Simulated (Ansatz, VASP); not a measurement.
**One calculation of Pb, two programs**

File INCAR:

```
PREC = Accurate
ENCUT = 520
EDIFF = 1E-6
ISMEAR = -1
SIGMA = 0.05
LREAL = False
LASPH = True
NELM = 100
ALGO = Normal
ISIF = 2
LWAVE = False
LCHARG = False
NBANDS = 21
```

KPOINTS

```
regular mesh
0
Gamma
  8 8 8
```

The input POSCAR:

```
Pb
1.0
    0.0000000000      3.4674228325      3.4674228325
    3.4674228325      0.0000000000      3.4674228325
    3.4674228325      3.4674228325      0.0000000000
Pb
2
Direct
    0.0000000000      0.0000000000      0.0000000000
    0.2500000000      0.2500000000      0.2500000000
```

Input for Ansatz:

```yaml
crystal:
  lattice:
    - [0.0, 3.4674228325, 3.4674228325]
    - [3.4674228325, 0.0, 3.4674228325]
    - [3.4674228325, 3.4674228325, 0.0]
  atoms:
    - { symbol: Pb, position: [0.0, 0.0, 0.0] }
    - { symbol: Pb, position: [0.25, 0.25, 0.25] }
kpoints:
  mp_grid: { grid: [8, 8, 8] }
scf:
  occupations: { method: fermi_dirac, width: 0.05 }
hamiltonian:
  xc: lda
  pseudopotentials: { kind: all_electron, lapw: { basis_error: 0.00025 } }
output:
  forces: true
  stress: true
  eigenvalues: true
```

Change from the starting cell: volume scaled by 1.025.

Alike in both runs: task single point; functional LDA; k mesh 8 × 8 × 8; occupations fermi-dirac, width 0.05 eV; no spin polarisation.

|  | VASP | Ansatz |
| --- | --- | --- |
| version | VASP 6.6.1 | Ansatz 0.2.0 |
| potentials or method | VASP PAW LDA potentials, release 64 (Pb_d), cutoff 520 eV | all-electron LAPW, scalar-relativistic |

```csv
,VASP,Ansatz,Ansatz less VASP
pressure (GPa),-1.5,-1.4,+0.02
```

LDA's correlation is that of Perdew and Zunger in VASP and of Perdew and Wang (1992) in Ansatz. Ansatz ran all-electron here, and VASP with PAW potentials.

Spin-orbit coupling is off throughout.
